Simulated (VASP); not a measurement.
# YHg in VASP: further runs, part 3 of 3

VASP 6.6.1. The steps go on from the part before.

### 5 Electric field gradients, LDA

INCAR reads:

```
  PREC = Accurate
  ENCUT = 520
  EDIFF = 1E-8
  ISMEAR = -1
  SIGMA = 0.08
  LREAL = False
  LASPH = True
  NELM = 100
  ALGO = Normal
  ISIF = 2
  LWAVE = False
  LCHARG = False
  LEFG = True
  NBANDS = 18
```

KPOINTS reads:

```
regular mesh
0
Gamma
  11 11 11
```

POSCAR reads:

```
YHg
1.0
    3.6820000000      0.0000000000      0.0000000000
    0.0000000000      3.6820000000      0.0000000000
    0.0000000000      0.0000000000      3.6820000000
Y Hg
1 1
Direct
    0.5000000000      0.5000000000      0.5000000000
    0.0000000000      0.0000000000      0.0000000000
```

Potentials or basis: VASP PAW LDA potentials, release 64 (Y_sv, Hg).

The run is started by

```
$ cat potpaw_LDA.64/Y_sv/POTCAR potpaw_LDA.64/Hg/POTCAR > POTCAR
$ mpirun -np 1 vasp_std > vasp.out
```

OUTCAR:

```text
PREC = Accurate
   ENCUT = 520
   EDIFF = 1E-8
   ISMEAR = -1
   LREAL = False
   LASPH = True
   NELM = 100
   ISIF = 2

 ion  position               nearest neighbor table
   1  0.500  0.500  0.500-   2 3.19   2 3.19   2 3.19   2 3.19   2 3.19   2 3.19   2 3.19   2 3.19

   2  0.000  0.000  0.000-   1 3.19   1 3.19   1 3.19   1 3.19   1 3.19   1 3.19   1 3.19   1 3.19

  LATTYP: Found a simple cubic cell.
 ALAT       =     3.6820000000

  Lattice vectors:

 A1 = (   3.6820000000,   0.0000000000,   0.0000000000)
 A2 = (   0.0000000000,   3.6820000000,   0.0000000000)
 A3 = (   0.0000000000,   0.0000000000,   3.6820000000)

Analysis of symmetry for initial positions (statically):
=====================================================================
 Subroutine PRICEL returns:
 Original cell was already a primitive cell.

 Routine SETGRP: Setting up the symmetry group for a
 simple cubic supercell.

 Subroutine GETGRP returns: Found 48 space group operations
 (whereof 48 operations were pure point group operations)
 out of a pool of 48 trial point group operations.

The static configuration has the point symmetry O_h .

Analysis of symmetry for dynamics (positions and initial velocities):
=====================================================================
 Subroutine PRICEL returns:
 Original cell was already a primitive cell.

 Routine SETGRP: Setting up the symmetry group for a
 simple cubic supercell.

 Subroutine GETGRP returns: Found 48 space group operations
 (whereof 48 operations were pure point group operations)
 out of a pool of 48 trial point group operations.

The dynamic configuration has the point symmetry O_h .

 Subroutine INISYM returns: Found 48 space group operations
 (whereof 48 operations are pure point group operations),
 and found     1 'primitive' translations

----------------------------------------------------------------------------------------

                                     Primitive cell

  volume of cell :      49.9173

  direct lattice vectors                    reciprocal lattice vectors
     3.682000000  0.000000000  0.000000000     0.271591526  0.000000000  0.000000000
     0.000000000  3.682000000  0.000000000     0.000000000  0.271591526  0.000000000
     0.000000000  0.000000000  3.682000000     0.000000000  0.000000000  0.271591526

  length of vectors
     3.682000000  3.682000000  3.682000000     0.271591526  0.271591526  0.271591526

  position of ions in fractional coordinates (direct lattice)
     0.500000000  0.500000000  0.500000000
     0.000000000  0.000000000  0.000000000

  ion indices of the primitive-cell ions
   primitive index   ion index
                 1           1
                 2           2

----------------------------------------------------------------------------------------

 KPOINTS: regular mesh

Automatic generation of k-mesh.
 Grid dimensions read from file:
 generate k-points for:   11   11   11

 Generating k-lattice:
[... 68 lines left out ...]
   ISIF   =      2    stress and relaxation
   ISYM   =      2    0-nonsym 1-usesym 2-fastsym
   POTIM  = 0.5000    time-step for ionic-motion
   TEBEG  =    0.0;   TEEND  =   0.0 temperature during run
   PSTRESS=    0.0 pullay stress
   NELECT =      23.0000    total number of electrons
   NUPDOWN=      -1.0000    fix difference up-down
   EMIN   =  10.00;   EMAX   =-10.00  energy-range for DOS
   EFERMI =   0.00;   METHOD = LEGACY
   ISMEAR =    -1;   SIGMA  =   0.08  broadening in eV -4-tet -1-fermi 0-gaus
   EFERMI_NEDOS =   21; number of points for ismear=-14 and -15
   IALGO  =     38    algorithm
   IMIX   =      4    mixing-type and parameters
     AMIX     =   0.40;   BMIX     =  1.00
     AMIX_MAG =   1.60;   BMIX_MAG =  1.00
  volume/ion in A,a.u.               =      24.96       168.43
  Fermi-wavevector in a.u.,A,eV,Ry     =   1.264446  2.389457 21.753321  1.598824
  Thomas-Fermi vector in A             =   2.397751
   LORBIT       =      0    0 simple, 1 ext, 2 COOP (PROOUT), +10 PAW based schemes
   GGA     = CA    functional components
   LHFCALC =     F    Hartree Fock is set to
   AEXX    =    0.0000 exact exchange contribution
   IVDW    =     0    specifies the selected vdW correction
   LEPSILON=     F    determine dielectric tensor
   LRPA    =     F    only Hartree local field effects (RPA)
 non-spin polarized calculation
  energy-cutoff  :      520.00
  volume of cell :       49.92
 maximum number of plane-waves:      1360
 NGX is ok and might be reduce to    28
   NGX = 13   NGY = 13   NGZ = 13

 number of electron      23.0000003 magnetization

 Free energy of the ion-electron system (eV)
  ---------------------------------------------------
  ext. energy  EPLUGINS =         0.00000000
  ---------------------------------------------------
  free energy    TOTEN  =        -9.20560629 eV

  energy without entropy =       -9.16018302  energy(sigma->0) =       -9.18289466

 E-fermi :   3.8421     XC(G=0): -10.8671

 val. band max:        3.8078500310   @ k =   0.1818   0.1818   0.0909
 cond. band min:       3.8534150852   @ k =   0.3636   0.2727   0.0000
 fundamental gap:      0.0455650542
 Fermi energy:         3.8420604658

 k-point     1 :       0.0000    0.0000    0.0000
  band No.  band energies     occupation
      1     -39.0688      2.00000
      2     -19.0731      2.00000
      3     -19.0731      2.00000
      4     -19.0731      2.00000
      5      -4.1550      2.00000
      6      -3.9359      2.00000
[... 481 lines left out ...]
      5      -3.7902      2.00000
      6      -3.6650      2.00000
[... 10 lines left out ...]
     17      10.3710      0.00000
     18      11.3081      0.00000

 [... further k-points ...]

------------------------ aborting loop because EDIFF is reached ----------------------------------------

  FORCE on cell =-STRESS in cart. coord.  units (eV):
  Direction    XX          YY          ZZ          XY          YZ          ZX
  --------------------------------------------------------------------------------------
  -------------------------------------------------------------------------------------
  Total       -1.0204532     -1.0204532     -1.0204532      0.0000000     -0.0000000     -0.0000000
  in kB      -32.7530921    -32.7530921    -32.7530921      0.0000000     -0.0000000     -0.0000000
  external PRESSURE =     -32.7530921 kB  Pullay stress =       0.0000000 kB

 VOLUME and BASIS-vectors are now :
 -----------------------------------------------------------------------------
  energy-cutoff  :      520.00
  volume of cell :       49.92
      direct lattice vectors                 reciprocal lattice vectors
     3.682000000  0.000000000  0.000000000     0.271591526  0.000000000  0.000000000
     0.000000000  3.682000000  0.000000000     0.000000000  0.271591526  0.000000000
     0.000000000  0.000000000  3.682000000     0.000000000  0.000000000  0.271591526

 POSITION                                       TOTAL-FORCE (eV/Angst)
 -----------------------------------------------------------------------------------
      1.84100      1.84100      1.84100         0.000000      0.000000      0.000000
      0.00000      0.00000      0.00000         0.000000      0.000000      0.000000
 -----------------------------------------------------------------------------------
    total drift:                               -0.000000      0.000000      0.000000

  FREE ENERGIE OF THE ION-ELECTRON SYSTEM (eV)
  ---------------------------------------------------
  free  energy   TOTEN  =        -9.2056062925 eV

  energy  without entropy=       -9.1601830194  energy(sigma->0) =       -9.18289466

 Electric field gradients (V/A^2)
---------------------------------------------------------------------
 ion       V_xx      V_yy      V_zz      V_xy      V_xz      V_yz
---------------------------------------------------------------------
   1      -0.000    -0.000     0.000    -0.000     0.000     0.000
   2       0.000     0.000    -0.000    -0.000    -0.000    -0.000
---------------------------------------------------------------------

 Electric field gradients after diagonalization (V/A^2)
 (convention: |V_zz| > |V_xx| > |V_yy|)
----------------------------------------------------------------------
 ion       V_xx      V_yy      V_zz     asymmetry (V_yy - V_xx)/ V_zz
----------------------------------------------------------------------
   1      -0.000    -0.000     0.000       0.023
   2       0.000     0.000    -0.000       0.187
----------------------------------------------------------------------

           NMR quadrupolar parameters

 Cq : quadrupolar parameter    Cq=e*Q*V_zz/h
 eta: asymmetry parameters     (V_yy - V_xx)/ V_zz
 Q  : nuclear electric quadrupole moment in mb (millibarn)
----------------------------------------------------------------------
 ion       Cq(MHz)       eta       Q (mb)
----------------------------------------------------------------------
   1       0.000       0.023       1.000
   2      -0.000       0.187       1.000
----------------------------------------------------------------------
```

stdout:

```text
POSCAR found type information on POSCAR Y Hg
 POSCAR found :  2 types and       2 ions
 scaLAPACK will be used
 LDA part: xc-table for (Slater(with rela. corr.)+CA(PZ))
 , standard interpolation
 POSCAR, INCAR and KPOINTS ok, starting setup
 FFT: planning ... GRIDC
 FFT: planning ... GRID_SOFT
 FFT: planning ... GRID
 WAVECAR not read
 entering main loop
ion   1

ion   2
```

Wall time 16 s (1 thread of Intel Xeon 6975P-C (Granite Rapids), shared host); peak memory 0.19 GiB.

Results:

```
Free energy : -9.2056 eV
Pressure    : -3.3 GPa
```

Levels at points of the mesh, in eV from the Fermi level:
| k point | band 7 | band 8 | band 9 | band 10 | band 11 | band 12 | band 13 | band 14 | band 15 | band 16 |
| --- | --- | --- | --- | --- | --- | --- | --- | --- | --- | --- |
| (0.00, 0.00, 0.00) | -7.78 | -7.20 | -7.20 | -7.20 | 0.25 | 0.25 | 3.79 | 3.79 | 3.79 | 4.45 |

Caveat: without QUAD_EFG the Cq values of the log hold for a quadrupole moment of 1 mb, not for the nuclei; spin-orbit coupling is left out, which moves the levels of the heavy elements.

### 6 Overview

```csv
cell,gap on the mesh (eV),pressure (GPa)
"a = 3.682 Å, angles 88.8°, 2 atoms",none,-3.2
"a = 3.657 Å, 2 atoms",none,-1.9
"a = 3.670 Å, 2 atoms",none,-2.6
"a = 3.682 Å, 2 atoms",none,-3.3
```

Alike in all rows: task electric field gradients; level LDA; potentials or basis VASP PAW LDA potentials, release 64 (Y_sv, Hg); no spin polarisation; k mesh 11 × 11 × 11; cutoff (eV) 520; smearing fermi-dirac 0.08 eV.

Caveats: spin-orbit coupling is left out, which moves the levels of the heavy elements.

Absolute energies hang on the potentials; compare differences alone.
